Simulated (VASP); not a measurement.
Input of a VASP 6.6.1 run:

INCAR

```
  PREC = Accurate
  ENCUT = 520
  EDIFF = 1E-6
  ISMEAR = 0
  SIGMA = 0.1
  LREAL = F
  LASPH = T
  NELM = 100
  ALGO = Normal
  ISIF = 2
  LWAVE = F
  LCHARG = F
  NBANDS = 16
```

File KPOINTS:

```
regular mesh
0
Gamma
  6 6 6
```

POSCAR

```
ZrB2
1.0
    3.1675246600      0.0000000000      0.0000000000
   -1.5837623300      2.7431568200      0.0000000000
    0.0000000000      0.0000000000      3.5523880600
Zr B
1 2
Direct
    0.0000000000      0.0000000000      0.0000000000
    0.3333333300      0.6666666700      0.5000000000
    0.6666666700      0.3333333300      0.5000000000
```

Potentials or basis: VASP PAW LDA potentials, release 64 (Zr_sv, B).

Command:

```console
$ cat potpaw_LDA.64/Zr_sv/POTCAR potpaw_LDA.64/B/POTCAR > POTCAR
$ mpirun -np 1 vasp_std > vasp.out
```

**Question.** Predict the pressure.

**Answer.** -8.9 GPa.

**Question.** What does it give for the band gap on the k mesh?

**Answer.** Zero (bands 9 and 10 overlap by 1.13 eV).

Stress tensor (GPa, compression positive):
```
 -7.88   0.00   0.00
  0.00  -7.88   0.00
  0.00   0.00 -11.01
```

Caveat: the k points lie up to 0.38 Å⁻¹ apart, too coarse for converged energies and pressures of a metal.
